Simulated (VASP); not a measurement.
# WC: single point with PBE

The system is WC.

```
CELL_PARAMETERS angstrom
2.89820 0.00000 0.00000
-1.44910 2.50991 0.00000
0.00000 0.00000 2.74646
ATOMIC_POSITIONS crystal
W 0.00000 0.00000 0.00000
C 0.66667 0.33333 0.50000
```

This cell differs from its parent crystal: z stretched by -3 %, then relaxed in part.

```
Program             : VASP 6.6.1
Task                : single point
Functional          : PBE
Potentials or basis : VASP PAW PBE potentials, release 64 (W_sv, C)
Cutoff              : 520 eV
k mesh              : 18 × 18 × 16
Occupations         : fermi-dirac, width 0.05 eV
Spin                : collinear spin
Starting moments    : [2.0, 0.0] μB
```

```
Pressure                                              : 25.4 GPa
Band gap on the k mesh                                : zero (filled and empty bands overlap)
Net moment                                            : 0.00 μB per cell
Valence electrons inside the program's atomic spheres : W 12.30; C 2.48
```

Stress tensor (GPa, compression positive):
```
16.70  0.00  0.00
 0.00 16.70  0.00
 0.00  0.00 42.77
```

Levels at points of the mesh, in eV from the Fermi level:
Spin up:
```csv
k point,band 6,band 7,band 8,band 9,band 10,band 11,band 12,band 13
"(0.00, 0.00, 0.00)",-4.54,-3.75,-3.75,0.37,3.46,3.46,5.94,5.94
"(0.50, 0.00, 0.00)",-7.29,-3.80,-3.46,-0.71,2.58,4.54,4.78,7.23
"(0.00, 0.00, 0.50)",-8.88,-2.44,-2.44,-0.63,-0.63,4.33,4.43,4.43
"(0.50, 0.00, 0.50)",-6.72,-4.77,-4.22,0.39,4.47,5.76,6.96,9.54
```
Spin down:
```csv
k point,band 5,band 6,band 7,band 8,band 9,band 10,band 11,band 12,band 13,band 14
"(0.00, 0.00, 0.00)",-14.79,-4.54,-3.75,-3.75,0.37,3.46,3.46,5.94,5.94,6.32
"(0.50, 0.00, 0.00)",-11.43,-7.29,-3.80,-3.46,-0.71,2.58,4.54,4.78,7.23,10.23
"(0.00, 0.00, 0.50)",-10.36,-8.88,-2.44,-2.44,-0.63,-0.63,4.33,4.43,4.43,10.33
"(0.50, 0.00, 0.50)",-11.62,-6.72,-4.77,-4.22,0.39,4.47,5.76,6.96,9.54,10.84
```

It took 110 s on 1 thread of AMD EPYC 9R45 96-Core Processor (Zen 5), on a shared host, peak memory 0.27 GiB.

Caveat: the cell differs from its parent crystal (z stretched by -3 %, then relaxed in part); the cell stands under pressure; spin-orbit coupling is left out, which moves the levels of the heavy elements.
